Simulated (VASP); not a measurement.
CO2: single point with PBE

The system is CO2.

```
CELL_PARAMETERS angstrom
-1.98183 1.98183 2.99058
1.98183 -1.98183 2.99058
1.98183 1.98183 -2.99058
ATOMIC_POSITIONS crystal
C 0.00000 0.00000 0.00000
C 0.75000 0.25000 0.50000
O 0.37500 0.28960 0.41460
O 0.03960 0.62500 0.91460
O 0.71040 0.12500 0.08540
O 0.87500 0.96040 0.58540
```

| Property | Result |
| --- | --- |
| Program | VASP 6.6.1 |
| Task | single point |
| Functional | PBE |
| Potentials or basis | VASP PAW PBE potentials, release 64 (C_h, O_h) |
| Cutoff | 1340 eV |
| k mesh | 6 × 6 × 6 |
| Occupations | gaussian, width 0.1 eV |
| Spin | no spin polarisation |

```yaml
Pressure: -0.3 GPa
Largest_force: 0.012 eV/Å
Band_gap_on_the_k_mesh: 7.69 eV (least direct gap 8.12 eV)
```

Forces on the atoms (eV/Å):
```
C    0.000  0.000  0.000
C    0.000  0.000  0.000
O   -0.012  0.000  0.000
O    0.000 -0.012  0.000
O    0.000  0.012  0.000
O    0.012  0.000  0.000
```

Levels at points of the mesh, in eV from the valence-band top:
```csv
k point,band 13,band 14,band 15,band 16,band 17,band 18,band 19,band 20
"(0.00, 0.00, 0.00)",-1.19,-0.87,-0.87,-0.42,7.69,9.14,9.27,9.27
"(0.50, 0.00, 0.00)",-1.66,-1.34,-0.40,0.00,8.25,9.46,9.60,10.31
"(0.50, 0.50, 0.00)",-0.64,-0.64,-0.51,-0.51,8.88,8.88,9.90,9.90
"(0.50, 0.50, 0.50)",-2.83,-2.83,0.00,0.00,8.92,8.92,10.62,10.62
```

Run time: 2.5 min on 1 thread of Intel(R) Xeon(R) Platinum 8488C (Sapphire Rapids) (shared host), peak memory 0.39 GiB.

A k mesh can miss the band edges.
